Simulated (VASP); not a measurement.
Input of a VASP 6.6.1 run:

Contents of INCAR:

```
SYSTEM = TiCo
PREC = Accurate
ENCUT = 520
EDIFF = 1E-6
ISMEAR = 0
SIGMA = 0.1
LREAL = .False.
LASPH = .True.
NELM = 150
ALGO = Normal
ISIF = 2
LWAVE = .False.
LCHARG = .False.
ISPIN = 2
MAGMOM = 0 1.09
LORBIT = 11
LMAXMIX = 4
GGA = PE
NBANDS = 22
```

Contents of KPOINTS:

```
Automatic mesh
0
Gamma
  14 14 14
  0 0 0
```

Contents of POSCAR:

```
TiCo
1.0
    2.8610404458      0.0000000000      0.0000000000
    0.0000000000      2.8610404458      0.0000000000
    0.0000000000      0.0000000000      2.8610404458
Ti Co
1 1
Direct
    0.0000000000      0.0000000000      0.0000000000
    0.5000000000      0.5000000000      0.5000000000
```

Potentials or basis: VASP PAW PBE potentials, release 64 (Ti_sv, Co).

Command:

```bash
$ cat potpaw_PBE.64/Ti_sv/POTCAR potpaw_PBE.64/Co/POTCAR > POTCAR
$ mpirun -np 1 vasp_std > vasp.out
```

Problem. Predict the pressure.

Solution. 25.8 GPa.

Problem. Estimate the net moment.

Solution. 0.51 μB per cell.

Problem. Estimate the site moments.

Solution. Ti +0.01; Co +0.51 μB.
